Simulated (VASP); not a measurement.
Input of a VASP 6.6.1 run:

Contents of INCAR:

```
ALGO = Normal
EDIFF = 1E-6
ENCUT = 600
GGA = PE
GGA_COMPAT = F
ISIF = 2
ISMEAR = 0
ISPIN = 2
KPAR = 4
LASPH = T
LCHARG = F
LMAXMIX = 6
LORBIT = 11
LREAL = F
LWAVE = F
MAGMOM = 0 0 0 0 0.67 0
NBANDS = 41
NELM = 200
PREC = Accurate
SIGMA = 0.1
```

The input KPOINTS:

```
k-points
0
Gamma
  12 12 4
```

The input POSCAR:

```
Tb4WO
1.0
    3.4395059235      0.0000000000      0.0000000000
   -1.7197529617      2.9786995062      0.0000000000
    0.0000000000      0.0000000000     13.5965176617
Tb W O
4 1 1
Direct
    0.3333333333      0.6666666667      0.8979079006
    0.3333333333      0.6666666667      0.3343591839
    0.6666666667      0.3333333333      0.6656408161
    0.6666666667      0.3333333333      0.1020920994
    0.0000000000      0.0000000000      0.5000000000
    0.0000000000      0.0000000000      0.0000000000
```

Potentials or basis: VASP PAW PBE potentials, release 64 (Tb_3, W_sv, O), 4f in core.

Launch:

```bash
$ cat potpaw_PBE.64/Tb_3/POTCAR potpaw_PBE.64/W_sv/POTCAR potpaw_PBE.64/O/POTCAR > POTCAR
$ mpirun -np 4 vasp_std > vasp.out
```

Task: Estimate the net moment.

Result: 0.01 μB per cell.

Task: Predict the pressure.

Result: 0.3 GPa.

Task: Predict the band gap on the k mesh.

Result: Zero (filled and empty bands overlap).

Stress tensor (GPa, compression positive):
```
0.33 0.00 0.00
0.00 0.33 0.00
0.00 0.00 0.21
```

Caveat: the magnetic or orbital state may not be the lowest; the moments typed at the start vanished in this run; spin-orbit coupling is left out, which moves the levels of the heavy elements; the 4f electrons are frozen in the core, so they carry no moment and show no levels. With open d or f shells a metallic result of PBE can be an artefact of self-interaction; +U or a hybrid may open a gap.
